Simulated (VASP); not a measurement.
Input of a VASP 6.6.1 run:

INCAR

```
PREC     = Accurate       # precision mode
ENCUT    = 520            # plane-wave cutoff, eV
EDIFF    = 1E-6           # SCF threshold, eV
ISMEAR   = 1              # smearing method
SIGMA    = 0.1            # smearing width, eV
LREAL    = False          # projectors in reciprocal space
LASPH    = True           # aspherical terms in the spheres
NELM     = 100            # most SCF steps
ALGO     = Normal         # electronic algorithm
ISIF     = 2              # what is computed and relaxed
LWAVE    = False          # write WAVECAR
LCHARG   = False          # write CHGCAR
GGA      = CA             # functional
NBANDS   = 28             # bands
```

KPOINTS

```
Automatic mesh
0
Gamma
  4 4 4
```

Contents of POSCAR:

```
CsAuBr3
1.0
    5.4725400000      0.0000000000      0.0000000000
    0.0000000000      5.4725400000      0.0000000000
    0.0000000000      0.0000000000      5.4725400000
Cs Au Br
1 1 3
Direct
    0.5000000000      0.5000000000      0.5000000000
    0.0000000000      0.0000000000      0.0000000000
    0.0000000000      0.0000000000      0.5000000000
    0.5000000000      0.0000000000      0.0000000000
    0.0000000000      0.5000000000      0.0000000000
```

Potentials or basis: VASP PAW LDA potentials, release 64 (Cs_sv, Au, Br).

Launch:

```sh
$ cat potpaw_LDA.64/Cs_sv/POTCAR potpaw_LDA.64/Au/POTCAR potpaw_LDA.64/Br/POTCAR > POTCAR
$ mpirun -np 1 vasp_std > vasp.out
```

Problem. What does it give for the pressure?

Solution. -3.7 GPa.

Problem. Predict the band gap on the k mesh.

Solution. Zero (an odd number of electrons rules out a gap without spin polarisation).

Caveat: the cell stands under tension; spin-orbit coupling is left out, which moves the levels of the heavy elements; an odd number of electrons without spin polarisation forces a metal; a magnetic or distorted state may lie lower.
